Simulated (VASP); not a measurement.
Set up this calculation in VASP 6.6.1, as the native input.

```yaml
Task: relaxation of cell and atoms
Functional: PBEsol
Potentials_or_basis: VASP PAW PBE potentials, release 64 (Be, Se)
Cutoff: 600 eV
k_mesh: 8 × 8 × 8
Occupations: fermi-dirac, width 0.02 eV
Spin: no spin polarisation
Dipole_correction: no
Further_INCAR_settings: ALGO = Normal; EDIFF = 1e-07; IBRION = 2; EDIFFG = -0.005; NSW = 80; ISIF = 3
```

The structure of BeSe lies in POSCAR:

```
BeSe
1.0
    0.0000000000      2.5889059340      2.5889059340
    2.5889059340      0.0000000000      2.5889059340
    2.5889059340      2.5889059340      0.0000000000
Be Se
1 1
Direct
    0.0000000000      0.0000000000      0.0000000000
    0.2500000000      0.2500000000      0.2500000000
```

One way to write it, as run:

INCAR

```
SYSTEM = BeSe
PREC     = Accurate       ! precision mode
ENCUT    = 600            ! plane-wave cutoff, eV
EDIFF    = 1E-7           ! SCF threshold, eV
ISMEAR   = -1             ! smearing method
SIGMA    = 0.02           ! smearing width, eV
LREAL    = .False.        ! projectors in reciprocal space
LASPH    = .True.         ! aspherical terms in the spheres
NELM     = 120            ! most SCF steps
ALGO     = Normal         ! electronic algorithm
ISIF     = 3              ! what is computed and relaxed
LWAVE    = .False.        ! write WAVECAR
LCHARG   = .False.        ! write CHGCAR
GGA      = PS             ! functional
IBRION   = 2              ! ionic algorithm
NSW      = 80             ! ionic steps
EDIFFG   = -0.005         ! ionic threshold
GGA_COMPAT= .False.      
NELMIN   = 4
```

KPOINTS

```
Automatic mesh
0
Gamma
  8 8 8
  0 0 0
```

Potentials or basis: VASP PAW PBE potentials, release 64 (Be, Se).

Run with:

```sh
$ cat potpaw_PBE.64/Be/POTCAR potpaw_PBE.64/Se/POTCAR > POTCAR
$ mpirun -np 1 vasp_std > vasp.out
```

Results of the run:

The relaxed volume is 16.93 Å³/atom. The relaxed cell is a = 3.631 Å, b = 3.631 Å, c = 3.631 Å, α = 60.00°, β = 60.00°, γ = 60.00°. The space group after relaxing (to 0.05 Å) is F-43m (No. 216) and the energy gained by relaxing is 2.5 meV/atom. The ionic steps are 3 and the pressure after relaxing is 0.0 GPa. The band gap on the k mesh is 2.46 eV, indirect (least direct gap 4.26 eV).

Caveat: the PAW data sets were made with another functional, which shifts forces and pressure a little.

Wall time 24 s on 1 thread of Intel(R) Xeon(R) Platinum 8259CL CPU @ 2.50GHz (Skylake/Cascade Lake), with other jobs on the host, peak memory 0.17 GiB.
